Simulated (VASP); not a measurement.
Write the native input for VASP 6.6.1 that does the following.

| Quantity | Value |
| --- | --- |
| Task | single point |
| Functional | PBE |
| Potentials or basis | VASP PAW PBE potentials, release 64 (W_sv, C) |
| Cutoff | 520 eV |
| k mesh | 10 × 10 × 10 |
| Occupations | fermi-dirac, width 0.05 eV |
| Spin | no spin polarisation |
| Dipole correction | no |
| Further INCAR settings | ALGO = Normal; EDIFF = 1e-06; NBANDS = 16 |

The structure of WC lies in POSCAR:

```
WC
1.0
    0.0000000000      2.3021091000      2.3021091000
    2.3021091000      0.0000000000      2.3021091000
    2.3021091000      2.3021091000      0.0000000000
W C
1 1
Direct
   -0.0200050000     -0.0053940000      0.0089470000
    0.7474570000      0.7627780000      0.7477320000
```

This cell differs from its parent crystal: atoms moved at random.

One way to write it, as run:

INCAR

```
ALGO = Normal
EDIFF = 1E-6
ENCUT = 520
GGA = PE
ISIF = 2
ISMEAR = -1
LASPH = True
LCHARG = True
LELF = True
LREAL = False
LVHAR = True
LWAVE = False
NBANDS = 16
NELM = 80
PREC = Accurate
SIGMA = 0.05
```

KPOINTS

```
k-points
0
Gamma
  10 10 10
```

Potentials or basis: VASP PAW PBE potentials, release 64 (W_sv, C).

Launch:

```sh
$ cat potpaw_PBE.64/W_sv/POTCAR potpaw_PBE.64/C/POTCAR > POTCAR
$ mpirun -np 1 vasp_std > vasp.out
```

It gave:

* Pressure: 20.2 GPa
* Largest force: 1.716 eV/Å
* Band gap on the k mesh: zero (bands 9 and 10 overlap by 1.11 eV)

Caveat: the cell differs from its parent crystal (atoms moved at random); the cell stands under pressure; spin-orbit coupling is left out, which moves the levels of the heavy elements; forces of over 1 eV/Å act on the atoms, so gaps and moduli don't describe the material at rest.

It took 2.8 min on 1 thread of Intel Xeon 8259CL, with other jobs on the host, peak memory 0.3 GiB.
